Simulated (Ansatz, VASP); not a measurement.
# HgTe: VASP beside Ansatz

```xyz
2
Lattice="3.4391 0.0000 0.0000 0.0000 3.4391 0.0000 0.0000 0.0000 3.4391" Properties=species:S:1:pos:R:3 pbc="T T T"
Hg    0.0000    0.0000    0.0000
Te    1.7196    1.7196    1.7196
```

Alike in both runs: task relaxation of cell and atoms; functional PBE; k mesh 11 × 11 × 11; occupations fermi-dirac, width 0.05 eV; no spin polarisation.

|  | VASP | Ansatz |
| --- | --- | --- |
| version | VASP 6.6.1 | Ansatz 0.2.0 |
| potentials or method | VASP PAW PBE potentials, release 64 (Hg, Te) | PAW with Ansatz's default frozen-core files, scalar-relativistic |
| plane-wave cutoff (eV) | 600 | 420 |
| valence electrons in the cell | 18 | 36 |

Ansatz gave:

- relaxed volume (Å³/atom): 27.55
- relaxed length of the cell vector where the two differ most in proportion (Å): 3.805

Question: Estimate VASP's values.

Answer: Relaxed volume (Å³/atom): 27.57; relaxed length of the cell vector where the two differ most in proportion (Å): 3.806.

VASP's potentials hold 18 valence electrons a cell and Ansatz's 36, so a difference there can come from the potentials and not from the codes.

Neither program's run includes spin-orbit coupling. Noted on VASP's run: the volume moved by over 15 % at a fixed basis, so the end points are rough.
